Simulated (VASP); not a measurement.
A run of VASP 6.6.1 is set up as follows.

INCAR

```
PREC = Accurate
ENCUT = 520
EDIFF = 1E-7
ISMEAR = 0
SIGMA = 0.2
LREAL = F
LASPH = T
NELM = 80
ALGO = Fast
ISIF = 2
LWAVE = F
LCHARG = F
GGA = PE
NBANDS = 76
```

KPOINTS

```
regular mesh
0
Gamma
  6 6 4
```

POSCAR

```
Cu2Ni
1.0
    4.3782374209      0.0000000000      0.0000000000
   -2.1891187104      3.7916648303      0.0000000000
    0.0000000000      0.0000000000      8.3432740246
Cu Ni
8 4
Direct
    1.0000000000      0.0000000000      0.0000000000
    1.0000000000      0.0000000000      0.5000000000
    1.0000000000      0.3375666566      0.2500000000
    1.0000000000      0.3375666566      0.7500000000
    0.6624333434      0.6624333434      0.2500000000
    0.6624333434      0.6624333434      0.7500000000
    0.3375666566      0.0000000000      0.2500000000
    0.3375666566      0.0000000000      0.7500000000
    0.6666666667      0.3333333333      0.0000000000
    0.6666666667      0.3333333333      0.5000000000
    0.3333333333      0.6666666667      0.0000000000
    0.3333333333      0.6666666667      0.5000000000
```

Potentials or basis: VASP PAW PBE potentials, release 64 (Cu, Ni).

Run with:

```sh
$ cat potpaw_PBE.64/Cu/POTCAR potpaw_PBE.64/Ni/POTCAR > POTCAR
$ mpirun -np 1 vasp_std > vasp.out
```

Predict the largest force.

0.006 eV/Å.

Estimate the band gap on the k mesh.

zero (bands 64 and 65 overlap by 0.89 eV).

Predict the pressure.

0.5 GPa.

Forces in eV/Å, atoms in the order of the input:
```
Cu   0.000  0.000  0.000
Cu   0.000  0.000  0.000
Cu   0.003 -0.006  0.000
Cu   0.003 -0.006  0.000
Cu   0.003  0.006  0.000
Cu   0.003  0.006  0.000
Cu  -0.006  0.000  0.000
Cu  -0.006  0.000  0.000
Ni   0.000  0.000  0.000
Ni   0.000  0.000  0.000
Ni   0.000  0.000  0.000
Ni   0.000  0.000  0.000
```

Spin polarisation is off, so any magnetic state and its effect on volume and gap are missing.
